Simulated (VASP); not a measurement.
# P (R-3m) in VASP: relaxation of shape and atoms at fixed volume with PBE+D3(BJ)

Aim: the relaxation of shape and atoms at fixed volume of P with PBE+D3(BJ).

Program: VASP 6.6.1. These are calculated values, not measurements. Logs are shortened: lines on timing, memory, paths and dates and some standing lists are left out, and cuts for length are marked.

**1. The cell of the first run**

It takes space group R-3m (No. 166, trigonal). Conventional cell: a = 3.380 Å, b = 3.380 Å, c = 8.593 Å, α = 90.00°, β = 90.00°, γ = 120.00°. Within 3.0 Å of P (site symmetry 3m) lie 6 P at 2.27 to 2.59 Å.

**2. Relaxation of shape and atoms at fixed volume, PBE+D3(BJ) (14.17 Å³/atom)**

File INCAR:

```
SYSTEM = P
PREC = Accurate
ENCUT = 600
EDIFF = 1E-6
ISMEAR = 0
SIGMA = 0.05
LREAL = .FALSE.
LASPH = .TRUE.
NELM = 80
ALGO = Normal
ISIF = 4
LWAVE = .FALSE.
LCHARG = .FALSE.
GGA = PE
IVDW = 12
IBRION = 2
NSW = 60
EDIFFG = -0.01
```

File KPOINTS:

```
Automatic mesh
0
G
  16 16 16
  0 0 0
```

File POSCAR:

```
P
1.0
    1.6900215496      0.9757343966      2.8643251648
   -1.6900215496      0.9757343966      2.8643251648
    0.0000000000     -1.9514687932      2.8643251648
P
2
Direct
    0.2343904312      0.2343904312      0.2343904312
    0.7656095688      0.7656095688      0.7656095688
```

Potentials or basis: VASP PAW PBE potentials, release 64 (P).

Run with:

```sh
cat potpaw_PBE.64/P/POTCAR > POTCAR
mpirun -np 1 vasp_std > vasp.out
```

OUTCAR:

```text
SYSTEM = P
   PREC = Accurate
   ENCUT = 600
   EDIFF = 1E-6
   ISMEAR = 0
   LREAL = .FALSE.
   LASPH = .TRUE.
   NELM = 80
   ISIF = 4
   GGA = PE
   IVDW = 12
   IBRION = 2
   NSW = 60
   EDIFFG = -0.01
 IVDW          = 12

 ion  position               nearest neighbor table
   1  0.234  0.234  0.234-   2 2.27   2 2.27   2 2.27   2 2.59   2 2.59   2 2.59
   2  0.766  0.766  0.766-   1 2.27   1 2.27   1 2.27   1 2.59   1 2.59   1 2.59

  LATTYP: Found a trigonal (rhomboedric) cell.
 ALAT       =     3.4659182190
 COS(alpha) =     0.5244700682

  Lattice vectors:

 A1 = (   1.6900215496,   0.9757343966,   2.8643251648)
 A2 = (  -1.6900215496,   0.9757343966,   2.8643251648)
 A3 = (   0.0000000000,  -1.9514687932,   2.8643251648)

Analysis of symmetry for initial positions (statically):
=====================================================================
 Subroutine PRICEL returns:
 Original cell was already a primitive cell.

 Routine SETGRP: Setting up the symmetry group for a
 trigonal (rhombohedral) supercell.

 Subroutine GETGRP returns: Found 12 space group operations
 (whereof 12 operations were pure point group operations)
 out of a pool of 12 trial point group operations.

The static configuration has the point symmetry D_3d.

Analysis of symmetry for dynamics (positions and initial velocities):
=====================================================================
 Subroutine PRICEL returns:
 Original cell was already a primitive cell.

 Routine SETGRP: Setting up the symmetry group for a
 trigonal (rhombohedral) supercell.

 Subroutine GETGRP returns: Found 12 space group operations
 (whereof 12 operations were pure point group operations)
 out of a pool of 12 trial point group operations.

The dynamic configuration has the point symmetry D_3d.

 Subroutine INISYM returns: Found 12 space group operations
 (whereof 12 operations are pure point group operations),
 and found     1 'primitive' translations

----------------------------------------------------------------------------------------

                                     Primitive cell

  volume of cell :      28.3398

  direct lattice vectors                    reciprocal lattice vectors
     1.690021550  0.975734397  2.864325165     0.295854216  0.170811511  0.116374124
    -1.690021550  0.975734397  2.864325165    -0.295854216  0.170811511  0.116374124
     0.000000000 -1.951468793  2.864325165     0.000000000 -0.341623022  0.116374124

  length of vectors
     3.465918219  3.465918219  3.465918219     0.360900576  0.360900576  0.360900576

  position of ions in fractional coordinates (direct lattice)
     0.234390431  0.234390431  0.234390431
[... 86 lines left out ...]
   POTIM  = 0.5000    time-step for ionic-motion
   TEBEG  =    0.0;   TEEND  =   0.0 temperature during run
   PSTRESS=    0.0 pullay stress
   NELECT =      10.0000    total number of electrons
   NUPDOWN=      -1.0000    fix difference up-down
   EMIN   =  10.00;   EMAX   =-10.00  energy-range for DOS
   EFERMI =   0.00;   METHOD = LEGACY
   ISMEAR =     0;   SIGMA  =   0.05  broadening in eV -4-tet -1-fermi 0-gaus
   EFERMI_NEDOS =   21; number of points for ismear=-14 and -15
   IALGO  =     38    algorithm
   IMIX   =      4    mixing-type and parameters
     AMIX     =   0.40;   BMIX     =  1.00
     AMIX_MAG =   1.60;   BMIX_MAG =  1.00
  volume/ion in A,a.u.               =      14.17        95.62
  Fermi-wavevector in a.u.,A,eV,Ry     =   1.156846  2.186123 18.208589  1.338294
  Thomas-Fermi vector in A             =   2.293463
   LORBIT       =      0    0 simple, 1 ext, 2 COOP (PROOUT), +10 PAW based schemes
   GGA     = PE    functional components
   LHFCALC =     F    Hartree Fock is set to
   AEXX    =    0.0000 exact exchange contribution
   IVDW    =    12    specifies the selected vdW correction
   LEPSILON=     F    determine dielectric tensor
   LRPA    =     F    only Hartree local field effects (RPA)
 conjugate gradient relaxation of ions
 non-spin polarized calculation
 Gauss-broadening in eV      SIGMA  =   0.05
  energy-cutoff  :      600.00
  volume of cell :       28.34
 maximum number of plane-waves:       961
   NGX = 13   NGY = 13   NGZ = 13

--------------------------------------- Ionic step        1  -------------------------------------------

 number of electron      10.0000000 magnetization

 number of electron       9.9999999 magnetization

 Free energy of the ion-electron system (eV)
  ---------------------------------------------------
  ext. energy  EPLUGINS =         0.00000000
  ---------------------------------------------------
  free energy    TOTEN  =       -10.55402592 eV

  energy without entropy =      -10.55348743  energy(sigma->0) =      -10.55375668

------------------------ aborting loop because EDIFF is reached ----------------------------------------

 Edisp (eV)   -0.99789

 E8    (eV) :    -0.3773
[... 105 lines left out ...]
  FREE ENERGIE OF THE ION-ELECTRON SYSTEM (eV)
  ---------------------------------------------------
  free  energy   TOTEN  =       -11.5566125035 eV

  energy  without entropy=      -11.5561552772  energy(sigma->0) =      -11.55638389

[... ionic steps 4 to 7 ...]

--------------------------------------- Ionic step        8  -------------------------------------------

 number of electron      10.0000000 magnetization

------------------------ aborting loop because EDIFF is reached ----------------------------------------
[... 75 lines left out ...]
--------------------------------------- Ionic step       10  -------------------------------------------

 number of electron      10.0000001 magnetization

 Free energy of the ion-electron system (eV)
  ---------------------------------------------------
  ext. energy  EPLUGINS =         0.00000000
  ---------------------------------------------------
  free energy    TOTEN  =       -10.55920726 eV

  energy without entropy =      -10.55863938  energy(sigma->0) =      -10.55892332

 E-fermi :  10.4000     XC(G=0): -11.3779

 val. band max:       10.3928617452   @ k =  -0.0625   0.5000   0.0625
 cond. band min:      10.4054570453   @ k =   0.3750  -0.0000   0.0000
 fundamental gap:      0.0125953001
 Fermi energy:        10.4000063531

 k-point     1 :       0.0000    0.0000    0.0000
  band No.  band energies     occupation
      1      -6.8103      2.00000
      2       7.7416      2.00000
      3       7.7416      2.00000
      4       7.7984      2.00000
      5       8.7076      2.00000
      6      13.2359      0.00000
      7      14.0687      0.00000
      8      14.0687      0.00000
      9      15.8348      0.00000
[... 265 lines left out ...]
 k-point    24 :      -0.0625    0.0625    0.0000
  band No.  band energies     occupation
      1      -6.6260      2.00000
      2       6.0878      2.00000
      3       7.3214      2.00000
      4       7.9440      2.00000
      5       9.8457      2.00000
      6      13.1649      0.00000
      7      13.7502      0.00000
      8      14.0868      0.00000
      9      14.8878      0.00000

 [... further k-points ...]

------------------------ aborting loop because EDIFF is reached ----------------------------------------

 Edisp (eV)   -0.99771

 E8    (eV) :    -0.3772
[... 25 lines left out ...]
  FREE ENERGIE OF THE ION-ELECTRON SYSTEM (eV)
  ---------------------------------------------------
  free  energy   TOTEN  =       -11.5569199016 eV

  energy  without entropy=      -11.5563520219  energy(sigma->0) =      -11.55663596

 reached required accuracy - stopping structural energy minimisation
```

OSZICAR:

```text
N       E                     dE             d eps       ncg     rms          rms(c)
DAV:   1     0.262109838540E+02    0.26211E+02   -0.52766E+03  7506   0.110E+03
DAV:   2    -0.955494458222E+01   -0.35766E+02   -0.34710E+02 11058   0.138E+02
DAV:   3    -0.105713827110E+02   -0.10164E+01   -0.99946E+00  9532   0.249E+01
[... 54 lines left out ...]
       N       E                     dE             d eps       ncg     rms          rms(c)
DAV:   1    -0.105591734732E+02   -0.13378E-04   -0.11698E-02  8110   0.687E-01    0.639E-02
DAV:   2    -0.105592125563E+02   -0.39083E-04   -0.46710E-04  9669   0.188E-01    0.254E-02
DAV:   3    -0.105592078020E+02    0.47543E-05   -0.95974E-06  9987   0.236E-02    0.117E-02
DAV:   4    -0.105592072644E+02    0.53761E-06   -0.37707E-06  8215   0.141E-02
  10 F= -.11556920E+02 E0= -.11556636E+02  d E =-.500060E-04
```

CONTCAR:

```text
P
   1.00000000000000
     1.6991720736547555    0.9810174541268856    2.8335578253684730
    -1.6991720736547555    0.9810174541268856    2.8335578253684730
     0.0000000000000000   -1.9620349082537711    2.8335578253684730
  P
     2
Direct
     0.2370695367536892    0.2370695367536892    0.2370695367536892
     0.7629304632463108    0.7629304632463108    0.7629304632463108

  0.00000000E+00  0.00000000E+00  0.00000000E+00
  0.00000000E+00  0.00000000E+00  0.00000000E+00
```

Wall time 3.6 min (1 thread of Intel Xeon Platinum 8488C (Sapphire Rapids), shared host); peak memory 0.25 GiB.

Results:

```yaml
Free_energy: -11.5569 eV
Energy_gained_by_relaxing: 2.5 meV/atom
Ionic_steps: 10
Pressure_after_relaxing: 2.5 GPa
Band_gap_on_the_k_mesh: zero (bands 5 and 6 overlap by 1.88 eV)
Dispersion_energy_per_atom: -0.499 eV
```

Step by step:
```tsv
step	energy change (eV)	largest force (eV/Å)	pressure (GPa)	volume (Å³)
1	0.0000	0.2103	4.49	28.34
2	-0.0036	0.0984	3.63	28.34
3	-0.0047	0.0080	3.03	28.34
4	-0.0047	0.0134	2.97	28.34
5	-0.0047	0.0175	2.91	28.34
6	-0.0049	0.0056	2.85	28.34
7	-0.0050	0.0131	2.83	28.34
8	-0.0050	0.0137	2.82	28.34
9	-0.0050	0.0111	2.74	28.34
10	-0.0050	0.0005	2.51	28.34
```

Final structure:
```yaml
crystal:
  lattice:
    - [1.69917, 0.98102, 2.83356]
    - [-1.69917, 0.98102, 2.83356]
    - [0.00000, -1.96203, 2.83356]
  atoms:
    - { symbol: P, position: [0.23707, 0.23707, 0.23707] }
    - { symbol: P, position: [0.76293, 0.76293, 0.76293] }
```
